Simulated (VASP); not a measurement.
# C in VASP: notebook

C is run at these levels: PBEsol; tasks: single point.

All numbers are computed with VASP 6.6.1; they aren't measurements. Logs are shortened: lines on timing, memory, paths and dates and some standing lists are left out, and cuts for length are marked.

## Step 1: The cell of the first run

The cell holds a slab with vacuum, 12 atoms: a = 2.459 Å, b = 3.891 Å, c = 25.912 Å, α = 90.00°, β = 90.00°, γ = 80.91°.

## Step 2: Single point, PBEsol

Input file INCAR:

```
SYSTEM = C
  PREC = Accurate
  ENCUT = 520
  EDIFF = 1E-6
  ISMEAR = 0
  SIGMA = 0.05
  LREAL = .FALSE.
  LASPH = .TRUE.
  NELM = 60
  ALGO = Normal
  ISIF = 2
  LWAVE = .FALSE.
  LCHARG = .FALSE.
  LDIPOL = .TRUE.
  IDIPOL = 3
  DIPOL = 0.5 0.5 0.500
  GGA = PS
  NBANDS = 36
```

Input file KPOINTS:

```
regular mesh
0
G
  11 7 1
  0 0 0
```

Input file POSCAR:

```
C
1.0
    2.4588279200      0.0000000000      0.0000000000
    0.6147192233      3.8418048898      0.0000000000
    0.0000000000      0.0000000000     25.9121866414
C
12
Direct
    0.7180508560      0.1280047339      0.2894391008
    0.2051619643      0.1792175347      0.3157635933
    0.1796572662      0.2816158682      0.3683985619
    0.6667683745      0.3328286690      0.3947230545
    0.6412636763      0.4352270025      0.4473580231
    0.1283747847      0.4864398033      0.4736825157
    0.1028700865      0.5888381368      0.5263174843
    0.5899811948      0.6400509376      0.5526419769
    0.5644764966      0.7424492711      0.6052769455
    0.0515876050      0.7936620719      0.6316014381
    0.0260829068      0.8960604054      0.6842364067
    0.5131940151      0.9472732062      0.7105608992
```

Potentials or basis: VASP PAW PBE potentials, release 64 (C).

Run with:

```console
cat potpaw_PBE.64/C/POTCAR > POTCAR
mpirun -np 1 vasp_std > vasp.out
```

OUTCAR:

```text
SYSTEM = C
   PREC = Accurate
   ENCUT = 520
   EDIFF = 1E-6
   ISMEAR = 0
   LREAL = .FALSE.
   LASPH = .TRUE.
   NELM = 60
   ISIF = 2
   GGA = PS

 ion  position               nearest neighbor table
   1  0.718  0.128  0.289-   2 1.42   2 1.42
   2  0.205  0.179  0.316-   3 1.42   1 1.42   1 1.42
   3  0.180  0.282  0.368-   2 1.42   4 1.42   4 1.42
   4  0.667  0.333  0.395-   5 1.42   3 1.42   3 1.42
   5  0.641  0.435  0.447-   4 1.42   6 1.42   6 1.42
   6  0.128  0.486  0.474-   7 1.42   5 1.42   5 1.42
   7  0.103  0.589  0.526-   6 1.42   8 1.42   8 1.42
   8  0.590  0.640  0.553-   9 1.42   7 1.42   7 1.42
   9  0.564  0.742  0.605-   8 1.42  10 1.42  10 1.42
  10  0.052  0.794  0.632-  11 1.42   9 1.42   9 1.42
  11  0.026  0.896  0.684-  10 1.42  12 1.42  12 1.42
  12  0.513  0.947  0.711-  11 1.42  11 1.42

  LATTYP: Found a simple monoclinic cell.
 ALAT       =     2.4588279200
 B/A-ratio  =    10.5384302946
 C/A-ratio  =     1.5823287245
 COS(beta)  =    -0.1579981299

  Lattice vectors:

 A1 = (   2.4588279200,   0.0000000000,   0.0000000000)
 A2 = (   0.0000000000,   0.0000000000,  25.9121866414)
 A3 = (  -0.6147192233,  -3.8418048898,   0.0000000000)

Analysis of symmetry for initial positions (statically):
=====================================================================
 Subroutine PRICEL returns:
 Original cell was already a primitive cell.

 Routine SETGRP: Setting up the symmetry group for a
 simple monoclinic supercell.

 Subroutine GETGRP returns: Found  2 space group operations
 (whereof  1 operations were pure point group operations)
 out of a pool of  4 trial point group operations.

The static configuration has the point symmetry C_1 .
 The point group associated with its full space group is S_2 .

Analysis of symmetry for dynamics (positions and initial velocities):
=====================================================================
 Subroutine PRICEL returns:
 Original cell was already a primitive cell.

 Routine SETGRP: Setting up the symmetry group for a
 simple monoclinic supercell.

 Subroutine GETGRP returns: Found  2 space group operations
 (whereof  1 operations were pure point group operations)
 out of a pool of  4 trial point group operations.

The dynamic configuration has the point symmetry C_1 .
 The point group associated with its full space group is S_2 .

[... 133 lines left out ...]
   ISMEAR =     0;   SIGMA  =   0.05  broadening in eV -4-tet -1-fermi 0-gaus
   EFERMI_NEDOS =   21; number of points for ismear=-14 and -15
   IALGO  =     38    algorithm
   IMIX   =      4    mixing-type and parameters
     AMIX     =   0.40;   BMIX     =  1.00
     AMIX_MAG =   1.60;   BMIX_MAG =  1.00
  volume/ion in A,a.u.               =      20.40       137.65
  Fermi-wavevector in a.u.,A,eV,Ry     =   0.951114  1.797346 12.308082  0.904619
  Thomas-Fermi vector in A             =   2.079554
   LORBIT       =      0    0 simple, 1 ext, 2 COOP (PROOUT), +10 PAW based schemes
   GGA     = PS    functional components
   LHFCALC =     F    Hartree Fock is set to
   AEXX    =    0.0000 exact exchange contribution
   IVDW    =     0    specifies the selected vdW correction
   LEPSILON=     F    determine dielectric tensor
   LRPA    =     F    only Hartree local field effects (RPA)
 non-spin polarized calculation
 Gauss-broadening in eV      SIGMA  =   0.05
  energy-cutoff  :      520.00
  volume of cell :      244.78
 maximum number of plane-waves:      6656
   NGX =  9   NGY = 15   NGZ = 97

 number of electron      48.0000001 magnetization

 dipolmoment           0.000000      0.000000      0.000000 electrons x Angstroem

 Free energy of the ion-electron system (eV)
  ---------------------------------------------------
  ext. energy  EPLUGINS =         0.00000000
  ---------------------------------------------------
  free energy    TOTEN  =      -108.69238925 eV

  energy without entropy =     -108.67803787  energy(sigma->0) =     -108.68521356

 E-fermi :  -1.7733     XC(G=0):  -5.2862

 val. band max:       -1.7790214331   @ k =   0.0909   0.1429   0.0000
 cond. band min:      -1.7630668393   @ k =   0.0909   0.1429   0.0000
 fundamental gap:      0.0159545938
 Fermi energy:        -1.7733296717

 k-point     1 :       0.0000    0.0000    0.0000
  band No.  band energies     occupation
      1     -21.2253      2.00000
      2     -20.6833      2.00000
      3     -19.8621      2.00000
      4     -18.7743      2.00000
      5     -17.4483      2.00000
      6     -16.1969      2.00000
[... 925 lines left out ...]
     35       8.3316      0.00000
     36       8.6535      0.00000

 [... further k-points ...]

------------------------ aborting loop because EDIFF is reached ----------------------------------------

 vacuum level on the upper side and lower side of the slab       (xc-potential included)        -0.058        -0.058

  FORCE on cell =-STRESS in cart. coord.  units (eV):
  Direction    XX          YY          ZZ          XY          YZ          ZX
  --------------------------------------------------------------------------------------
  -------------------------------------------------------------------------------------
  Total        1.0169488     -0.2757898      0.8801900      0.0190515      0.2398224      0.0349157
  in kB        6.6564422     -1.8051833      5.7612873      0.1247017      1.5697582      0.2285411
  external PRESSURE =       3.5375154 kB  Pullay stress =       0.0000000 kB

 VOLUME and BASIS-vectors are now :
 -----------------------------------------------------------------------------
  energy-cutoff  :      520.00
  volume of cell :      244.78
      direct lattice vectors                 reciprocal lattice vectors
     2.458827920  0.000000000  0.000000000     0.406697838 -0.065074877  0.000000000
     0.614719223  3.841804890  0.000000000     0.000000000  0.260294322  0.000000000
     0.000000000  0.000000000 25.912186641     0.000000000  0.000000000  0.038591880

 POSITION                                       TOTAL-FORCE (eV/Angst)
 -----------------------------------------------------------------------------------
      1.84425      0.49177      7.50000        -0.005166      0.463212      1.718355
      0.61463      0.68852      8.18213         0.003731     -0.709780     -2.630550
      0.61486      1.08191      9.54601        -0.006351      0.242148      0.900269
      1.84406      1.27866     10.22814         0.007853     -0.046152     -0.181792
      1.84430      1.67206     11.59202        -0.009507      0.034559      0.125639
      0.61468      1.86881     12.27415         0.009377     -0.011534     -0.058600
      0.61491      2.26220     13.63804        -0.009377      0.011534      0.058600
      1.84411      2.45895     14.32016         0.009507     -0.034559     -0.125639
      1.84435      2.85235     15.68405        -0.007853      0.046152      0.181792
      0.61472      3.04909     16.36617         0.006351     -0.242148     -0.900269
      0.61496      3.44249     17.73006        -0.003731      0.709780      2.630550
      1.84416      3.63924     18.41219         0.005166     -0.463212     -1.718355
 -----------------------------------------------------------------------------------
    total drift:                                0.000000     -0.000002      0.000022

  FREE ENERGIE OF THE ION-ELECTRON SYSTEM (eV)
  ---------------------------------------------------
  free  energy   TOTEN  =      -108.6923892550 eV

  energy  without entropy=     -108.6780378725  energy(sigma->0) =     -108.68521356

 vacuum level on the upper side and lower side of the slab         4.876         4.876
```

stdout:

```text
POSCAR found type information on POSCAR C
 POSCAR found :  1 types and      12 ions
 scaLAPACK will be used
 -----------------------------------------------------------------------------
|                                                                             |
|                                                                             |
|     You enforced a specific xc type in the INCAR file but a different       |
|     I HOPE YOU KNOW WHAT YOU ARE DOING!                                     |
|                                                                             |
 -----------------------------------------------------------------------------

 LDA part: xc-table for (Slater+PW92), standard interpolation
 POSCAR, INCAR and KPOINTS ok, starting setup
 FFT: planning ... GRIDC
 FFT: planning ... GRID_SOFT
 FFT: planning ... GRID
 WAVECAR not read
 entering main loop
```

Run time: 6.3 min. Hardware: 1 thread of Intel Xeon Platinum 8488C (Sapphire Rapids), shared host; peak memory 0.43 GiB.

Results:

```
Free energy            : -108.6924 eV
Largest force          : 2.725 eV/Å
Band gap on the k mesh : zero (bands 24 and 25 overlap by 0.29 eV)
```

Forces in eV/Å, atoms in the order of the input:
```
C   -0.005  0.463  1.718
C    0.004 -0.710 -2.631
C   -0.006  0.242  0.900
C    0.008 -0.046 -0.182
C   -0.010  0.035  0.126
C    0.009 -0.012 -0.059
C   -0.009  0.012  0.059
C    0.010 -0.035 -0.126
C   -0.008  0.046  0.182
C    0.006 -0.242 -0.900
C   -0.004  0.710  2.631
C    0.005 -0.463 -1.718
```

Caveat: the PAW data sets were made with another functional, which shifts forces and pressure a little.

## Step 3: Single point, PBEsol

Input file INCAR:

```
PREC = Accurate
ENCUT = 520
EDIFF = 1E-6
ISMEAR = 0
SIGMA = 0.05
LREAL = False
LASPH = True
NELM = 80
ALGO = Normal
ISIF = 2
LWAVE = False
LCHARG = True
LDIPOL = True
IDIPOL = 3
DIPOL = 0.5 0.5 0.500
GGA = PS
LELF = True
LVHAR = True
LVACPOTAV = True
NBANDS = 36
```

Input file KPOINTS:

```
regular mesh
0
Gamma
  11 7 1
```

Input file POSCAR:

```
C
1.0
    2.4588279200      0.0000000000      0.0000000000
    0.6147192233      3.8418048898      0.0000000000
    0.0000000000      0.0000000000     25.9121866414
C
12
Direct
    0.7310239290      0.0740535689      0.2939403287
    0.2178133395      0.1271637543      0.3161549684
    0.1872688253      0.2500456427      0.3699745320
    0.6730137964      0.3071460646      0.3954014063
    0.6440328711      0.4235604861      0.4479247509
    0.1298902482      0.4802666292      0.4737808075
    0.1013677823      0.5949579038      0.5262222170
    0.5872234685      0.6516706516      0.5520779993
    0.5582362164      0.7681110952      0.6045997354
    0.0439762845      0.8252300949      0.6300255685
    0.0134199331      0.9481626311      0.6838420051
    0.5002025324      1.0012991182      0.7060556808
```

Potentials or basis: VASP PAW PBE potentials, release 64 (C).

Run with:

```console
cat potpaw_PBE.64/C/POTCAR > POTCAR
mpirun -np 1 vasp_std > vasp.out
```

Wall time 7.4 min (1 thread of Intel Xeon Platinum 8488C (Sapphire Rapids), shared host); peak memory 0.45 GiB.

The run converged. Its results:

```yaml
Free_energy: -108.9344 eV
Largest_force: 0.045 eV/Å
Band_gap_on_the_k_mesh: zero (bands 24 and 25 overlap by 0.46 eV)
```

Forces on the atoms (eV/Å):
```
C    0.000 -0.015 -0.043
C    0.000 -0.004 -0.012
C    0.000 -0.001 -0.006
C    0.000  0.001  0.006
C    0.000  0.000 -0.003
C    0.000  0.001  0.004
C    0.000 -0.001 -0.004
C    0.000  0.000  0.003
C    0.000 -0.001 -0.006
C    0.000  0.001  0.006
C    0.000  0.004  0.012
C    0.000  0.015  0.043
```

Levels at points of the mesh, in eV from the Fermi level:
| k point | band 20 | band 21 | band 22 | band 23 | band 24 | band 25 | band 26 | band 27 | band 28 | band 29 |
| --- | --- | --- | --- | --- | --- | --- | --- | --- | --- | --- |
| (0.00, 0.00, 0.00) | -3.91 | -3.86 | -3.45 | -2.93 | 0.05 | 0.11 | 2.38 | 3.77 | 4.19 | 4.55 |

Caveat: the PAW data sets were made with another functional, which shifts forces and pressure a little.
